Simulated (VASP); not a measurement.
# C in VASP: single point with PBEsol

Aim: the single point of C with PBEsol.

Everything below comes from runs of VASP 6.6.1. Logs are shortened: lines on timing, memory, paths and dates and some standing lists are left out, and cuts for length are marked.

### Step 1. The cell of the first run

The cell holds a slab with vacuum, 31 atoms: a = 5.044 Å, b = 5.044 Å, c = 24.693 Å, α = 90.00°, β = 90.00°, γ = 120.00°.

### Step 2. Single point, PBEsol (atoms taken out, then relaxed in part)

INCAR

```
SYSTEM = C
ALGO = Normal
DIPOL = 0.5 0.5 0.495
EDIFF = 1E-6
ENCUT = 520
GGA = PS
IDIPOL = 3
ISIF = 2
ISMEAR = 0
LASPH = .TRUE.
LCHARG = .FALSE.
LDIPOL = .TRUE.
LREAL = Auto
LWAVE = .FALSE.
NBANDS = 83
NELM = 100
PREC = Accurate
SIGMA = 0.1
```

KPOINTS

```
k-points
0
G
  6 6 1
  0 0 0
```

POSCAR

```
C
1.0
    5.0442169329     -0.0000000058      0.0000000000
   -2.5221084615      4.3684200090      0.0000000000
    0.0000000000      0.0000000000     24.6927020647
C
31
Direct
    0.1666666667      0.3333333333      0.3644801600
    0.1666666667      0.8333333333      0.3644801600
    0.6666666667      0.3333333333      0.3644801600
    0.6666666667      0.8333333333      0.3644801600
    0.0000000000      0.0000000000      0.3853293700
    0.0000000000      0.5000000000      0.3853293700
    0.5000000000      0.0000000000      0.3853293700
    0.5000000000      0.5000000000      0.3853293700
    0.0000000000      0.0000000000      0.4478769800
    0.0000000000      0.5000000000      0.4478769800
    0.5000000000      0.0000000000      0.4478769800
    0.5000000000      0.5000000000      0.4478769800
    0.3333333333      0.1666666667      0.4687261900
    0.3333333333      0.6666666667      0.4687261900
    0.8333333333      0.1666666667      0.4687261900
    0.8333333333      0.6666666667      0.4687261900
    0.3337904779      0.1675809558      0.5316049400
    0.3337904779      0.6662095221      0.5316049400
    0.8333333333      0.1666666667      0.5317941438
    0.8324190442      0.6662095221      0.5316049400
    0.1724789041      0.3362394521      0.5524662921
    0.1666666667      0.8333333333      0.5504949574
    0.6637605479      0.3362394521      0.5524662921
    0.6637605479      0.8275210959      0.5524662921
    0.1446781738      0.3223390869      0.6159521671
    0.1666666667      0.8333333333      0.6157235078
    0.6776609131      0.3223390869      0.6159521671
    0.6776609131      0.8553218262      0.6159521671
   -0.0003887685      0.0003887685      0.6291790706
   -0.0003887685      0.4992224631      0.6291790706
    0.5007775369      0.0003887685      0.6291790706
```

Potentials or basis: VASP PAW PBE potentials, release 64 (C).

Started as:

```sh
$ cat potpaw_PBE.64/C/POTCAR > POTCAR
$ mpirun -np 1 vasp_std > vasp.out
```

OUTCAR:

```text
SYSTEM = C
   EDIFF = 1E-6
   ENCUT = 520
   GGA = PS
   ISIF = 2
   ISMEAR = 0
   LASPH = .TRUE.
   LREAL = Auto
   NELM = 100
   PREC = Accurate

 ion  position               nearest neighbor table
   1  0.167  0.333  0.364-   8 1.54   5 1.54   6 1.54
   2  0.167  0.833  0.364-   7 1.54   6 1.54   5 1.54
   3  0.667  0.333  0.364-   6 1.54   7 1.54   8 1.54
   4  0.667  0.833  0.364-   5 1.54   8 1.54   7 1.54
   5  0.000  0.000  0.385-   9 1.54   4 1.54   1 1.54   2 1.54
   6  0.000  0.500  0.385-  10 1.54   3 1.54   2 1.54   1 1.54
   7  0.500  0.000  0.385-  11 1.54   2 1.54   3 1.54   4 1.54
   8  0.500  0.500  0.385-  12 1.54   1 1.54   4 1.54   3 1.54
   9  0.000  0.000  0.448-   5 1.54  13 1.54  16 1.54  15 1.54
  10  0.000  0.500  0.448-   6 1.54  14 1.54  15 1.54  16 1.54
[... 12 lines left out ...]
  23  0.664  0.336  0.552-  17 1.53  20 1.53  19 1.57  27 1.57
  24  0.664  0.828  0.552-  18 1.53  20 1.53  19 1.57  28 1.57
  25  0.145  0.322  0.616-  29 1.45  30 1.45  21 1.57
  26  0.167  0.833  0.616-  31 1.50  30 1.50  29 1.50  22 1.61
  27  0.678  0.322  0.616-  30 1.45  31 1.45  23 1.57
  28  0.678  0.855  0.616-  29 1.45  31 1.45  24 1.57
  29  1.000  0.000  0.629-  28 1.45  25 1.45  26 1.50
  30  1.000  0.499  0.629-  27 1.45  25 1.45  26 1.50
  31  0.501  0.000  0.629-  27 1.45  28 1.45  26 1.50

  LATTYP: Found a hexagonal cell.
 ALAT       =     5.0442169329
 C/A-ratio  =     4.8952498263

  Lattice vectors:

 A1 = (   5.0442169329,  -0.0000000058,   0.0000000000)
 A2 = (  -2.5221084615,   4.3684200090,   0.0000000000)
 A3 = (   0.0000000000,   0.0000000000,  24.6927020647)

Analysis of symmetry for initial positions (statically):
=====================================================================
 Subroutine PRICEL returns:
 Original cell was already a primitive cell.

 Routine SETGRP: Setting up the symmetry group for a
 hexagonal supercell.

 Subroutine GETGRP returns: Found  6 space group operations
 (whereof  2 operations were pure point group operations)
 out of a pool of 24 trial point group operations.

The static configuration has the point symmetry C_1h.
 The point group associated with its full space group is C_3v.

Analysis of symmetry for dynamics (positions and initial velocities):
=====================================================================
 Subroutine PRICEL returns:
 Original cell was already a primitive cell.

 Routine SETGRP: Setting up the symmetry group for a
 hexagonal supercell.

 Subroutine GETGRP returns: Found  6 space group operations
 (whereof  2 operations were pure point group operations)
 out of a pool of 24 trial point group operations.

The dynamic configuration has the point symmetry C_1h.
 The point group associated with its full space group is C_3v.

 Subroutine INISYM returns: Found  6 space group operations
 (whereof  2 operations are pure point group operations),
 and found     1 'primitive' translations

----------------------------------------------------------------------------------------

                                     Primitive cell

  volume of cell :     544.1101

  direct lattice vectors                    reciprocal lattice vectors
     5.044216933 -0.000000006  0.000000000     0.198246827  0.114457859  0.000000000
    -2.522108461  4.368420009  0.000000000     0.000000000  0.228915717  0.000000000
     0.000000000  0.000000000 24.692702065     0.000000000  0.000000000  0.040497796

  length of vectors
     5.044216933  5.044216933 24.692702065     0.228915717  0.228915717  0.040497796

  position of ions in fractional coordinates (direct lattice)
     0.166666667  0.333333333  0.364480160
     0.166666667  0.833333333  0.364480160
     0.666666667  0.333333333  0.364480160
     0.666666667  0.833333333  0.364480160
     0.000000000  0.000000000  0.385329370
     0.000000000  0.500000000  0.385329370
[... 23 lines left out ...]
     0.999611231  0.499222463  0.629179071
     0.500777537  0.000388769  0.629179071

  ion indices of the primitive-cell ions
   primitive index   ion index
                 1           1
                 2           2
                 3           3
                 4           4
                 5           5
                 6           6
[... 23 lines left out ...]
                30          30
                31          31

----------------------------------------------------------------------------------------

 KPOINTS: k-points

Automatic generation of k-mesh.
 Grid dimensions read from file:
 generate k-points for:    6    6    1

 Generating k-lattice:

  Cartesian coordinates                     Fractional coordinates (reciprocal lattice)
     0.033041138  0.019076310  0.000000000     0.166666667  0.000000000  0.000000000
     0.000000000  0.038152620  0.000000000     0.000000000  0.166666667  0.000000000
     0.000000000  0.000000000  0.040497796     0.000000000  0.000000000  1.000000000

  Length of vectors
     0.038152620  0.038152620  0.040497796

  Shift w.r.t. Gamma in fractional coordinates (k-lattice)
     0.000000000  0.000000000  0.000000000

 Subroutine IBZKPT returns following result:
 ===========================================

 Found      7 irreducible k-points:

 Following reciprocal coordinates:
            Coordinates               Weight
  0.000000  0.000000  0.000000      1.000000
  0.166667  0.000000  0.000000      6.000000
  0.333333  0.000000  0.000000      6.000000
  0.500000  0.000000  0.000000      3.000000
  0.166667  0.166667  0.000000      6.000000
  0.333333  0.166667  0.000000     12.000000
  0.333333  0.333333  0.000000      2.000000
   k-points           NKPTS =      7   k-points in BZ     NKDIM =      7   number of bands    NBANDS=     83
   number of dos      NEDOS =    301   number of ions     NIONS =     31
   total plane-waves  NPLWV = 307200
   dimension x,y,z NGX =    40 NGY =   40 NGZ =  192
   dimension x,y,z NGXF=    80 NGYF=   80 NGZF=  384
   ions per type =              31
   NGX,Y,Z   is equivalent  to a cutoff of  13.18, 13.18, 12.93 a.u.
   NGXF,Y,Z  is equivalent  to a cutoff of  26.37, 26.37, 25.85 a.u.
 SYSTEM =  C
   PREC   = accura    normal or accurate (medium, high low for compatibility)
   ISTART =      0    job   : 0-new  1-cont  2-samecut
   ICHARG =      2    charge: 1-file 2-atom 10-const
   ISPIN  =      1    spin polarized calculation?
   LNONCOLLINEAR =      F non collinear calculations
   LSORBIT =      F    spin-orbit coupling
   LASPH  =      T    aspherical Exc in radial PAW
   ENCUT  =  520.0 eV  38.22 Ry    6.18 a.u.   9.38  9.38 45.91*2*pi/ulx,y,z
   NELM   =    100;   NELMIN=  2; NELMDL= -5     # of ELM steps
   EDIFF  = 0.1E-05   stopping-criterion for ELM
   LREAL  =      T    real-space projection
   EDIFFG = 0.1E-04   stopping-criterion for IOM
   NSW    =      0    number of steps for IOM
   IBRION =     -1    ionic relax: 0-MD 1-quasi-New 2-CG
   NFREE  =      0    steps in history (QN), initial steepest desc. (CG)
   ISIF   =      2    stress and relaxation
   ISYM   =      2    0-nonsym 1-usesym 2-fastsym
   POTIM  = 0.5000    time-step for ionic-motion
   TEBEG  =    0.0;   TEEND  =   0.0 temperature during run
   PSTRESS=    0.0 pullay stress
   NELECT =     124.0000    total number of electrons
   NUPDOWN=      -1.0000    fix difference up-down
   EMIN   =  10.00;   EMAX   =-10.00  energy-range for DOS
   EFERMI =   0.00;   METHOD = LEGACY
   ISMEAR =     0;   SIGMA  =   0.10  broadening in eV -4-tet -1-fermi 0-gaus
   EFERMI_NEDOS =   21; number of points for ismear=-14 and -15
   IALGO  =     38    algorithm
   IMIX   =      4    mixing-type and parameters
     AMIX     =   0.40;   BMIX     =  1.00
     AMIX_MAG =   1.60;   BMIX_MAG =  1.00
  volume/ion in A,a.u.               =      17.55       118.45
  Fermi-wavevector in a.u.,A,eV,Ry     =   0.999969  1.889667 13.604978  0.999938
  Thomas-Fermi vector in A             =   2.132294
   LORBIT       =      0    0 simple, 1 ext, 2 COOP (PROOUT), +10 PAW based schemes
   GGA     = PS    functional components
   LHFCALC =     F    Hartree Fock is set to
   AEXX    =    0.0000 exact exchange contribution
   IVDW    =     0    specifies the selected vdW correction
   LEPSILON=     F    determine dielectric tensor
   LRPA    =     F    only Hartree local field effects (RPA)
 non-spin polarized calculation
 Gauss-broadening in eV      SIGMA  =   0.10
  energy-cutoff  :      520.00
  volume of cell :      544.11
 maximum number of plane-waves:     14702
 NGX is ok and might be reduce to    40
   NGX = 19   NGY = 19   NGZ = 91

 dipolmoment           0.000000      0.000000      0.388028 electrons x Angstroem

 number of electron     123.9999992 magnetization

 dipolmoment           0.000000      0.000000     -0.100778 electrons x Angstroem

 Free energy of the ion-electron system (eV)
  ---------------------------------------------------
  ext. energy  EPLUGINS =         0.00000000
  ---------------------------------------------------
  free energy    TOTEN  =      -279.04046831 eV

  energy without entropy =     -278.88111326  energy(sigma->0) =     -278.96079078

 E-fermi :  -0.4624     XC(G=0):  -5.0872

 val. band max:       -0.4642121630   @ k =   0.3333   0.0000   0.0000
 cond. band min:      -0.4560923761   @ k =   0.0000   0.0000   0.0000
 fundamental gap:      0.0081197869
 Fermi energy:        -0.4624240733

 k-point     1 :       0.0000    0.0000    0.0000
  band No.  band energies     occupation
      1     -22.4132      2.00000
      2     -21.0105      2.00000
      3     -19.0995      2.00000
      4     -17.2972      2.00000
      5     -16.9750      2.00000
      6     -16.9418      2.00000
[... 66 lines left out ...]
     73       4.6247      0.00000
     74       4.7022      0.00000
[... 460 lines left out ...]
     73       6.2985      0.00000
     74       6.4943      0.00000
 [bands above 74 left out]

------------------------ aborting loop because EDIFF is reached ----------------------------------------

 vacuum level on the upper side and lower side of the slab       (xc-potential included)        -0.541         0.268

  FORCE on cell =-STRESS in cart. coord.  units (eV):
  Direction    XX          YY          ZZ          XY          YZ          ZX
  --------------------------------------------------------------------------------------
  -------------------------------------------------------------------------------------
  Total       -8.0862684     -8.0862684     -4.4386941      0.0000000     -0.0000000      0.0000000
  in kB      -23.8106898    -23.8106898    -13.0701039      0.0000000     -0.0000000      0.0000000
  external PRESSURE =     -20.2304945 kB  Pullay stress =       0.0000000 kB

 VOLUME and BASIS-vectors are now :
 -----------------------------------------------------------------------------
  energy-cutoff  :      520.00
  volume of cell :      544.11
      direct lattice vectors                 reciprocal lattice vectors
     5.044216933 -0.000000006  0.000000000     0.198246827  0.114457859  0.000000000
    -2.522108461  4.368420009  0.000000000     0.000000000  0.228915717  0.000000000
     0.000000000  0.000000000 24.692702065     0.000000000  0.000000000  0.040497796

 POSITION                                       TOTAL-FORCE (eV/Angst)
 -----------------------------------------------------------------------------------
      0.00000      1.45614      9.00000         0.032914      0.019003      3.769515
     -1.26105      3.64035      9.00000         0.000000     -0.000000      3.823510
      2.52211      1.45614      9.00000        -0.032914      0.019003      3.769515
      1.26105      3.64035      9.00000        -0.000000     -0.038006      3.769515
      0.00000      0.00000      9.51482         0.016488     -0.009519     -4.430156
     -1.26105      2.18421      9.51482         0.000000      0.019039     -4.430156
[... 23 lines left out ...]
      3.78316      2.18081     15.53613         0.000000      0.047549      0.044947
      2.52505      0.00170     15.53613        -0.041178     -0.023774      0.044947
 -----------------------------------------------------------------------------------
    total drift:                               -0.000002      0.000001     -0.018571

  FREE ENERGIE OF THE ION-ELECTRON SYSTEM (eV)
  ---------------------------------------------------
  free  energy   TOTEN  =      -279.0404683073 eV

  energy  without entropy=     -278.8811132597  energy(sigma->0) =     -278.96079078

 vacuum level on the upper side and lower side of the slab         4.545         5.371
```

Run time: 17 min. Hardware: 1 thread of AMD EPYC 9R45 (Zen 5), shared host; peak memory 0.66 GiB.

Results:

* Free energy: -279.0405 eV
* Largest force: 4.430 eV/Å
* Band gap on the k mesh: zero (bands 62 and 63 overlap by 0.13 eV)

Forces on the atoms (eV/Å):
```
C    0.033  0.019  3.770
C    0.000  0.000  3.824
C   -0.033  0.019  3.770
C    0.000 -0.038  3.770
C    0.016 -0.010 -4.430
C    0.000  0.019 -4.430
C   -0.016 -0.010 -4.430
C    0.000  0.000 -4.256
C    0.027 -0.016  0.982
C    0.000  0.032  0.982
C   -0.027 -0.016  0.982
C    0.000  0.000  0.937
C    0.000  0.119 -0.501
C    0.103 -0.059 -0.501
C    0.000  0.000 -0.128
C   -0.103 -0.059 -0.501
C    0.000  0.001 -0.014
C    0.001 -0.001 -0.014
C    0.000  0.000 -0.012
C   -0.001 -0.001 -0.014
C    0.000  0.000  0.010
C    0.000  0.000  0.030
C    0.000  0.000  0.010
C    0.000  0.000  0.010
C    0.054  0.031  0.003
C    0.000  0.000  0.014
C   -0.054  0.031  0.003
C    0.000 -0.062  0.003
C    0.041 -0.024  0.045
C    0.000  0.048  0.045
C   -0.041 -0.024  0.045
```

Levels at points of the mesh, in eV from the Fermi level:
```csv
k point,band 58,band 59,band 60,band 61,band 62,band 63,band 64,band 65,band 66,band 67
"(0.00, 0.00, 0.00)",-0.74,-0.36,-0.36,-0.35,-0.08,0.01,0.01,1.40,1.98,1.98
"(0.50, 0.00, 0.00)",-2.42,-1.29,-0.39,-0.05,0.03,0.06,0.06,0.38,1.62,1.69
```

Caveat: the cell differs from its parent crystal (atoms taken out, then relaxed in part); the PAW data sets were made with another functional, which shifts forces and pressure a little.
